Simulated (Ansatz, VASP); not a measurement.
**PbS in VASP and in Ansatz**

```
CELL_PARAMETERS angstrom
0.00000 3.00948 2.92053
3.00948 0.00000 2.92053
3.00948 3.00948 0.00000
ATOMIC_POSITIONS crystal
Pb 0.00000 0.00000 0.00000
S 0.50000 0.50000 0.50000
```

Change from the starting cell: strain +0.015 along x and y, -0.015 along z, atoms carried along.

Alike in both runs: task single point; functional r2SCAN; k mesh 8 × 8 × 8; occupations gaussian, width 0.05 eV; no spin polarisation.

```csv
,VASP,Ansatz
version,VASP 6.6.1,Ansatz 0.2.0
potentials or method,"VASP PAW PBE potentials, release 64 (Pb_d, S), cutoff 520 eV","scalar-relativistic, plane waves, PAW"
valence electrons in the cell,20,20
```

|  | VASP | Ansatz | Ansatz less VASP |
| --- | --- | --- | --- |
| gap on the k mesh at the Fermi level (eV) | 0.65 | 0.64 | -0.010 |
| least direct gap on the mesh (eV) | 0.65 | 0.64 | -0.010 |
| pressure (GPa) | 0.6 | 0.6 | +0.02 |
| traceless stress, the component that is largest in VASP (GPa) | 2.67 | 2.66 | -0.010 |

VASP's potentials were made for PBE, not for r2SCAN.

Neither program's run includes spin-orbit coupling.
